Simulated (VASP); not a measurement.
A run of VASP 6.6.1 is set up as follows.

Contents of INCAR:

```
SYSTEM = CsSnI3
PREC = Accurate ; ENCUT = 520
EDIFF = 1E-6 ; ISMEAR = 0
SIGMA = 0.02 ; LREAL = .False.
LASPH = .True. ; NELM = 80
ALGO = Normal ; ISIF = 2
LWAVE = .False. ; LCHARG = .True.
GGA = PE ; LELF = .True.
LVHAR = .True. ; NBANDS = 30
```

The input KPOINTS:

```
Automatic mesh
0
Gamma
  6 6 6
  0 0 0
```

The input POSCAR:

```
CsSnI3
1.0
    6.4063998092      0.0000000000      0.0000000000
    0.0000000000      6.4063998092      0.0000000000
    0.0000000000      0.0000000000      6.4063998092
Cs Sn I
1 1 3
Direct
    0.0000000000      0.0000000000      0.0000000000
    0.5000000000      0.5000000000      0.5000000000
    0.0000000000      0.5000000000      0.5000000000
    0.5000000000      0.0000000000      0.5000000000
    0.5000000000      0.5000000000      0.0000000000
```

Potentials or basis: VASP PAW PBE potentials, release 64 (Cs_sv, Sn_d, I).

Command:

```bash
$ cat potpaw_PBE.64/Cs_sv/POTCAR potpaw_PBE.64/Sn_d/POTCAR potpaw_PBE.64/I/POTCAR > POTCAR
$ mpirun -np 1 vasp_std > vasp.out
```

(1) Predict the band gap on the k mesh.

(2) Predict the pressure.

## Answers

(1) 0.70 eV, direct.

(2) -0.8 GPa.

Caveat: spin-orbit coupling is left out, which moves the levels of the heavy elements.
